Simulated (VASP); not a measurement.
The system is Si4N.

```
Si N
1.0
     4.81613    0.00000    0.00000
    -2.40807    4.17089    0.00000
     0.00000    0.00000    3.44414
Si N
4 1
Direct
  0.37704 0.00000 0.00000
  0.00000 0.37704 0.00000
  0.62296 0.62296 0.00000
  0.00000 0.00000 0.00000
  0.00000 0.00000 0.50000
```

```yaml
Program: VASP 6.6.1
Task: relaxation of cell and atoms
Functional: PBE
Potentials_or_basis: VASP PAW PBE potentials, release 64 (Si, N)
Cutoff: 600 eV
k_mesh: 6 × 6 × 6
Occupations: gaussian, width 0.1 eV
Spin: no spin polarisation
```

At the start: pressure 64.4 GPa; volume 13.84 Å³/atom.

**Question.** Where does the relaxation end?

**Answer.** Over 17 steps the energy falls by 1862.3 meV/atom and the volume is 15.52 Å³/atom (+12.1 %); space group P6/mmm (No. 191, to 0.05 Å).

Step by step:
| step | energy change (eV) | largest force (eV/Å) | pressure (GPa) | volume (Å³) |
| --- | --- | --- | --- | --- |
| 1 | 0.0000 | 14.0915 | 64.44 | 69.18 |
| 2 | -5.0076 | 0.0508 | -15.51 | 137.82 |
| 3 | -8.3800 | 0.2007 | -11.28 | 95.95 |
| 4 | -8.4839 | 0.3002 | -10.26 | 93.94 |
| 5 | -8.5958 | 1.1662 | -3.41 | 85.68 |
| 6 | -8.6352 | 0.7472 | -6.55 | 88.66 |
| 7 | -8.6363 | 0.8214 | -5.97 | 88.05 |
| 8 | -8.9432 | 0.9742 | -0.68 | 81.54 |
| 9 | -8.9664 | 1.0255 | 2.46 | 79.14 |
| 10 | -9.1270 | 0.6882 | 2.15 | 78.26 |
| 11 | -9.2578 | 0.1445 | 3.16 | 76.63 |
| 12 | -9.2576 | 0.0320 | -4.08 | 80.75 |
| 13 | -9.3059 | 0.0845 | -0.77 | 78.61 |
| 14 | -9.3059 | 0.0856 | -0.70 | 78.57 |
| 15 | -9.3104 | 0.0665 | -0.15 | 77.86 |
| 16 | -9.3110 | 0.0559 | 0.15 | 77.50 |
| 17 | -9.3116 | 0.0369 | 0.01 | 77.59 |

Final structure:
```xyz
5
Lattice="5.2148 0.0000 0.0000 -2.6074 4.5161 0.0000 0.0000 0.0000 3.2946" Properties=species:S:1:pos:R:3 pbc="T T T"
Si   -0.0086    4.5161    0.0000
Si   -1.2994    2.2506    0.0000
Si    1.3080    2.2655    0.0000
Si    0.0000    0.0000    0.0000
N     0.0000    0.0000    1.6473
```
